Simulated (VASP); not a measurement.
A run of VASP 6.6.1:

INCAR

```
SYSTEM = SrTiO3
PREC = Accurate
ENCUT = 520
EDIFF = 1E-6
ISMEAR = -1
SIGMA = 0.02
LREAL = .False.
LASPH = .True.
NELM = 80
ALGO = Normal
ISIF = 2
LWAVE = .False.
LCHARG = .False.
GGA = PE
NBANDS = 51
```

File KPOINTS:

```
Automatic mesh
0
Gamma
  6 6 6
  0 0 0
```

The input POSCAR:

```
SrTiO3
1.0
   -2.7777888762      2.7777888762      3.9465038750
    2.7777888762     -2.7777888762      3.9465038750
    2.7777888762      2.7777888762     -3.9465038750
Sr Ti O
2 2 6
Direct
    0.7500000000      0.2500000000      0.5000000000
    0.2500000000      0.7500000000      0.5000000000
    0.0000000000      0.0000000000      0.0000000000
    0.5000000000      0.5000000000      0.0000000000
    0.2500000000      0.2500000000      0.0000000000
    0.7500000000      0.7500000000      0.0000000000
    0.7282812171      0.2282812171      0.9565624341
    0.2282812171      0.2717187829      0.5000000000
    0.2717187829      0.7717187829      0.0434375659
    0.7717187829      0.7282812171      0.5000000000
```

Potentials or basis: VASP PAW PBE potentials, release 64 (Sr_sv, Ti_sv, O).

Command:

```bash
$ cat potpaw_PBE.64/Sr_sv/POTCAR potpaw_PBE.64/Ti_sv/POTCAR potpaw_PBE.64/O/POTCAR > POTCAR
$ mpirun -np 1 vasp_std > vasp.out
```

Hardware: 1 thread of Intel(R) Xeon(R) 6975P-C (Granite Rapids) (shared host).

Q: Estimate the wall time of this run.

A: Run time: 5.6 min on 1 thread of Intel(R) Xeon(R) 6975P-C (Granite Rapids), on a shared host, peak memory 0.35 GiB. Counts: scf iterations 17, k points 30.
